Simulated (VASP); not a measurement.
# Al16Ni in VASP: further runs, part 2 of 2

VASP 6.6.1. The steps go on from the part before.

## (3) Single point, PBE, collinear spin, zero start

Input file INCAR:

```
SYSTEM = Al16Ni
PREC = Accurate
ENCUT = 520
EDIFF = 1E-7
ISMEAR = -1
SIGMA = 0.1
LREAL = Auto
LASPH = .True.
NELM = 150
ALGO = Normal
ISIF = 2
LWAVE = .False.
LCHARG = .False.
ISPIN = 2
MAGMOM = 0 0 0 0 0 0 0 0 0 0 0 0 0 0 0 0 0
LORBIT = 11
LMAXMIX = 4
GGA = PE
NBANDS = 47
```

Input file KPOINTS:

```
Automatic mesh
0
Gamma
  4 4 1
  0 0 0
```

Input file POSCAR:

```
Al16Ni
1.0
    5.7275650000      0.0000000000      0.0000000000
    2.8637820000      4.9602170000      0.0000000000
    0.0000000000      0.0000000000     18.0148060000
Al Ni
16 1
Direct
    0.0000000000      0.0000000000      0.0555098956
    0.5000000873      0.0000000000      0.0555098956
   -0.0000000504      0.5000001008      0.0555098956
    0.5000000369      0.5000001008      0.0555098956
    0.1665443901      0.1665431170      0.1875807044
    0.6661310983      0.1673971119      0.1869216355
    0.1673984801      0.6661297278      0.1869216355
    0.6661270929      0.6661256957      0.1869042609
   -0.1671189712      0.3334065828      0.3137079023
    0.3333963351      0.3333936802      0.3137437061
   -0.1668432640      0.8331540737      0.3113820376
    0.3334092543      0.8328782793      0.3137079023
   -0.0067401681     -0.0067446646      0.4436199313
    0.5123993404     -0.0064769344      0.4438008380
   -0.0064729226      0.5123955262      0.4438007825
    0.4998956900      0.4998910330      0.4473169458
    1.1660195196      0.1660159223      0.5279370202
```

Potentials or basis: VASP PAW PBE potentials, release 64 (Al, Ni).

Run with:

```console
$ cat potpaw_PBE.64/Al/POTCAR potpaw_PBE.64/Ni/POTCAR > POTCAR
$ mpirun -np 1 vasp_std > vasp.out
```

OUTCAR:

```text
SYSTEM = Al16Ni
   PREC = Accurate
   ENCUT = 520
   EDIFF = 1E-7
   ISMEAR = -1
   LREAL = Auto
   LASPH = .True.
   NELM = 150
   ISIF = 2
   ISPIN = 2
   LORBIT = 11
   GGA = PE

 ion  position               nearest neighbor table
   1  0.000  0.000  0.056-   2 2.86   3 2.86   4 2.86   4 2.86   3 2.86   2 2.86   6 2.89   7 2.89
                             5 2.90
   2  0.500  0.000  0.056-   1 2.86   3 2.86   4 2.86   4 2.86   1 2.86   3 2.86   6 2.89   8 2.89
                             5 2.90
   3  1.000  0.500  0.056-   4 2.86   2 2.86   1 2.86   1 2.86   4 2.86   2 2.86   7 2.89   8 2.89
                             5 2.90
   4  0.500  0.500  0.056-   3 2.86   2 2.86   1 2.86   1 2.86   2 2.86   3 2.86   8 2.88   7 2.89
                             6 2.89
   5  0.167  0.167  0.188-   9 2.81  12 2.81  10 2.81   6 2.86   7 2.86   8 2.86   8 2.86   7 2.86
                             6 2.86   1 2.90   2 2.90   3 2.90
   6  0.666  0.167  0.187-  11 2.79   9 2.82  10 2.82   8 2.86   7 2.86   5 2.86   5 2.86   7 2.87
                             8 2.87   4 2.89   2 2.89   1 2.89
   7  0.167  0.666  0.187-  11 2.79  12 2.82  10 2.82   8 2.86   6 2.86   5 2.86   5 2.86   6 2.87
                             8 2.87   4 2.89   3 2.89   1 2.89
   8  0.666  0.666  0.187-  11 2.79  12 2.82   9 2.82   6 2.86   7 2.86   5 2.86   5 2.86   7 2.87
                             6 2.87   4 2.88   3 2.89   2 2.89
   9  0.833  0.333  0.314-   5 2.81   6 2.82   8 2.82  12 2.86  10 2.86  11 2.86  11 2.86  10 2.87
                            12 2.87  13 2.89  15 2.89  16 2.92
  10  0.333  0.333  0.314-   5 2.81   6 2.82   7 2.82  12 2.86   9 2.86  11 2.86  11 2.86   9 2.87
                            12 2.87  15 2.89  14 2.89  16 2.92
  11  0.833  0.833  0.311-   8 2.79   7 2.79   6 2.79  13 2.86   9 2.86  12 2.86  10 2.86  10 2.86
                            12 2.86   9 2.86  14 2.87  15 2.87
  12  0.333  0.833  0.314-   5 2.81   7 2.82   8 2.82   9 2.86  10 2.86  11 2.86  11 2.86  10 2.87
                             9 2.87  13 2.89  14 2.89  16 2.92
  13  0.993  0.993  0.444-  17 2.29  15 2.75  14 2.75  11 2.86  16 2.87  16 2.87  12 2.89   9 2.89
                            14 2.97  15 2.97
[... 543 lines left out ...]
      2      -7.1315      1.00000
      3      -5.6323      1.00000
      4      -3.4480      1.00000
      5      -2.3858      1.00000
      6      -2.3747      1.00000
[... 297 lines left out ...]
     40       5.4517      0.00000
     41       5.5291      0.00000
 [bands above 41 left out]

------------------------ aborting loop because EDIFF is reached ----------------------------------------

  FORCE on cell =-STRESS in cart. coord.  units (eV):
  Direction    XX          YY          ZZ          XY          YZ          ZX
  --------------------------------------------------------------------------------------
  -------------------------------------------------------------------------------------
  Total       -2.7877144     -2.8083861      0.0620941      0.0179023      0.0078645      0.0136219
  in kB       -8.7268713     -8.7915835      0.1943841      0.0560426      0.0246198      0.0426429
  external PRESSURE =      -5.7746902 kB  Pullay stress =       0.0000000 kB

 VOLUME and BASIS-vectors are now :
 -----------------------------------------------------------------------------
  energy-cutoff  :      520.00
  volume of cell :      511.80
      direct lattice vectors                 reciprocal lattice vectors
     5.727565000  0.000000000  0.000000000     0.174594265 -0.100802024  0.000000000
     2.863782000  4.960217000  0.000000000     0.000000000  0.201604083  0.000000000
     0.000000000  0.000000000 18.014806000     0.000000000  0.000000000  0.055509896

 POSITION                                       TOTAL-FORCE (eV/Angst)
 -----------------------------------------------------------------------------------
      0.00000      0.00000      1.00000         0.045981      0.026547      0.014733
      2.86378      0.00000      1.00000        -0.046461      0.026366      0.014542
      7.15946      2.48011      1.00000        -0.000397     -0.053420      0.014542
      4.29567      2.48011      1.00000        -0.000445     -0.000257     -0.036431
      1.43084      0.82609      3.37923         0.000977      0.000564     -0.006424
      4.29470      0.83033      3.36736         0.000282     -0.001933      0.005512
[... 9 lines left out ...]
      4.29476      2.47957      8.05833        -0.000173     -0.000100     -0.004424
      1.42632      0.82348      9.51068         0.002106      0.001216      0.030156
 -----------------------------------------------------------------------------------
    total drift:                               -0.002034     -0.001824      0.002907

  FREE ENERGIE OF THE ION-ELECTRON SYSTEM (eV)
  ---------------------------------------------------
  free  energy   TOTEN  =       -61.8710458239 eV

  energy  without entropy=      -61.6055269160  energy(sigma->0) =      -61.73828637

 total charge

# of ion       s       p       d       tot
------------------------------------------
    1        0.457   0.301   0.000   0.758
    2        0.457   0.301   0.000   0.758
    3        0.457   0.301   0.000   0.758
    4        0.458   0.301   0.000   0.759
    5        0.430   0.339   0.000   0.769
    6        0.429   0.342   0.000   0.771
[... 9 lines left out ...]
   16        0.464   0.292   0.000   0.756
   17        0.511   0.216   8.546   9.273
--------------------------------------------------
tot          7.585   5.451   8.546  21.582

 magnetization (x)

# of ion       s       p       d       tot
------------------------------------------
    1       -0.000   0.000   0.000  -0.000
    2        0.000   0.000   0.000   0.000
    3        0.000   0.000   0.000   0.000
    4       -0.000   0.000   0.000  -0.000
    5       -0.000  -0.000   0.000  -0.000
    6        0.000  -0.000   0.000   0.000
[... 9 lines left out ...]
   16       -0.000  -0.000   0.000  -0.000
   17       -0.000   0.000   0.000   0.000
--------------------------------------------------
tot         -0.000  -0.000   0.000  -0.000
```

OSZICAR:

```text
N       E                     dE             d eps       ncg     rms          rms(c)
DAV:   1     0.174518947361E+03    0.17452E+03   -0.19242E+04  1316   0.953E+02
DAV:   2    -0.513929132823E+02   -0.22591E+03   -0.20983E+03  1567   0.168E+02
DAV:   3    -0.660208691738E+02   -0.14628E+02   -0.13944E+02  1657   0.438E+01
DAV:   4    -0.666433648987E+02   -0.62250E+00   -0.61866E+00  1984   0.974E+00
[... 17 lines left out ...]
DAV:  22    -0.618710377327E+02   -0.62845E-05   -0.46526E-06  1698   0.162E-02    0.393E-03
DAV:  23    -0.618710433033E+02   -0.55706E-05   -0.14539E-06  1532   0.836E-03    0.376E-03
DAV:  24    -0.618710455736E+02   -0.22703E-05   -0.62290E-07  1408   0.541E-03    0.110E-03
DAV:  25    -0.618710457703E+02   -0.19673E-06   -0.71525E-08  1119   0.210E-03    0.294E-04
DAV:  26    -0.618710458239E+02   -0.53526E-07   -0.38827E-08  1132   0.125E-03
   1 F= -.61871046E+02 E0= -.61738286E+02  d E =-.265519E+00  mag=    -0.0000
```

It took 23 min on 1 thread of Oxide Virtual Turin-like, shared host; peak memory 0.94 GiB.

What came out:

```
Free energy                                           : -61.8710 eV
Largest force                                         : 0.055 eV/Å
Band gap on the k mesh                                : zero (filled and empty bands overlap)
Net moment                                            : 0.00 μB per cell
Valence electrons inside the program's atomic spheres : Al 0.76, 0.77, 0.79; Ni 9.27
```

Forces on the atoms (eV/Å):
```
Al   0.046  0.027  0.015
Al  -0.046  0.026  0.015
Al   0.000 -0.053  0.015
Al   0.000  0.000 -0.036
Al   0.001  0.001 -0.006
Al   0.000 -0.002  0.006
Al  -0.002  0.001  0.006
Al   0.003  0.002  0.005
Al  -0.005  0.001 -0.002
Al   0.001  0.000 -0.002
Al   0.000  0.000 -0.003
Al  -0.002 -0.004 -0.002
Al  -0.010 -0.006 -0.008
Al   0.012 -0.006 -0.013
Al   0.001  0.014 -0.013
Al   0.000  0.000 -0.004
Ni   0.002  0.001  0.030
```
